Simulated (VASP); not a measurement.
Set up this calculation in VASP 6.6.1, as the native input.

| Quantity | Value |
| --- | --- |
| Task | single point |
| Functional | LDA |
| Potentials or basis | VASP PAW LDA potentials, release 64 (Ta_sv_GW, N) |
| Cutoff | 600 eV |
| k mesh | 5 × 5 × 8 |
| Occupations | fermi-dirac, width 0.1 eV |
| Spin | no spin polarisation |
| Dipole correction | no |
| Second run | valence_matched |
| Further INCAR settings | ALGO = Normal; EDIFF = 1e-06; NBANDS = 36 |

The structure of TaN lies in POSCAR:

```
TaN
1.0
    5.1910000000      0.0000000000      0.0000000000
   -2.5955000000      4.4955378710      0.0000000000
    0.0000000000      0.0000000000      2.9080000000
Ta N
3 3
Direct
    0.0000000000      0.0000000000      0.0000000000
    0.3333333333      0.6666666667      0.5000000000
    0.6666666667      0.3333333333      0.5000000000
    0.5000000000      0.0000000000      0.0000000000
    0.0000000000      0.5000000000      0.0000000000
    0.5000000000      0.5000000000      0.0000000000
```

One way to write it, as run:

INCAR

```
PREC = Accurate
ENCUT = 600
EDIFF = 1E-6
ISMEAR = -1
SIGMA = 0.1
LREAL = False
LASPH = True
NELM = 120
ALGO = Normal
ISIF = 2
LWAVE = False
LCHARG = False
NBANDS = 36
GGA_COMPAT = False
```

KPOINTS

```
Automatic mesh
0
Gamma
  5 5 8
```

Potentials or basis: VASP PAW LDA potentials, release 64 (Ta_sv_GW, N).

The run is started by

```console
$ cat potpaw_LDA.64/Ta_sv_GW/POTCAR potpaw_LDA.64/N/POTCAR > POTCAR
$ mpirun -np 1 vasp_std > vasp.out
```

Results of the run:

```yaml
Pressure: -4.3 GPa
Band_gap_on_the_k_mesh: zero (band 27 reaches 12.74 eV, above the bottom of band 28 at 10.60 eV)
```

Caveat: spin-orbit coupling is left out, which moves the levels of the heavy elements.

Wall time 98 s on 1 thread of Intel(R) Xeon(R) Platinum 8375C CPU @ 2.90GHz (Ice Lake), with other jobs on the host, peak memory 0.2 GiB.
